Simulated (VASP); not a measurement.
Input of a VASP 6.6.1 run:

File INCAR:

```
SYSTEM = Ir
PREC = Accurate
ENCUT = 500
EDIFF = 1E-6
ISMEAR = 0
SIGMA = 0.1
LREAL = .FALSE.
LASPH = .TRUE.
NELM = 120
ALGO = Normal
ISIF = 2
LWAVE = .FALSE.
LCHARG = .FALSE.
GGA = PS
NBANDS = 16
GGA_COMPAT = .FALSE.
```

Contents of KPOINTS:

```
regular mesh
0
G
  6 6 4
  0 0 0
```

POSCAR

```
Ir
1.0
    2.7513778946      0.0000000000      0.0000000000
   -1.3756889473      2.3827631521      0.0000000000
    0.0000000000      0.0000000000      4.4622900000
Ir
2
Direct
    0.6666666667      0.3333333333      0.7500000000
    0.3333333333      0.6666666667      0.2500000000
```

Potentials or basis: VASP PAW PBE potentials, release 64 (Ir).

Run with:

```console
$ cat potpaw_PBE.64/Ir/POTCAR > POTCAR
$ mpirun -np 1 vasp_std > vasp.out
```

(1) Estimate the pressure.

(2) Predict the band gap on the k mesh.

## Answers

(1) -11.9 GPa.

(2) zero (band 9 reaches 10.72 eV, above the bottom of band 10 at 7.56 eV).

Caveat: the k points lie up to 0.44 Å⁻¹ apart; the PAW data sets were made with another functional, which shifts forces and pressure a little; spin-orbit coupling is left out, which moves the levels of the heavy elements.
